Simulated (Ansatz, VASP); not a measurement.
Two plane-wave programs on Ta4N

```
Ta N
1.0
     4.29069    0.00000    0.00000
     0.00000    4.29069    0.00000
     0.00000    0.00000    4.29069
Ta N
4 1
Direct
  0.00000 0.00000 0.00000
  0.50000 0.50000 0.00000
  0.50000 0.00000 0.50000
  0.00000 0.50000 0.50000
  0.50000 0.50000 0.50000
```

Change from the starting cell: species swapped into the Mn4N type (Pm-3m, No. 221).

Alike in both runs: functional PBE; k mesh 10 × 10 × 10; occupations gaussian, width 0.1 eV; no spin polarisation.

Ansatz relaxed the structure, and its values are those at the end. VASP's run is a single point on that final structure, the one shown.

```csv
,VASP,Ansatz
version,VASP 6.6.1,Ansatz 0.2.0
potentials or method,"VASP PAW PBE potentials, release 64 (Ta_pv, N), cutoff 520 eV","scalar-relativistic, plane waves, PAW"
valence electrons in the cell,49,57
```

Ansatz gave:

```
gap on the k mesh at the Fermi level (eV) : none
pressure (GPa)                            : 0.0
```

Question: Estimate VASP's values.

Answer: gap on the k mesh at the Fermi level (eV): none; pressure (GPa): 0.3.

A gap of «none» marks a metal or a gap that the smearing closes. With one functional, cell and mesh, what is left measures potentials, basis and numerics. VASP's potentials hold 49 valence electrons a cell and Ansatz's 57, so a difference there can come from the potentials and not from the codes.

Neither program's run includes spin-orbit coupling.
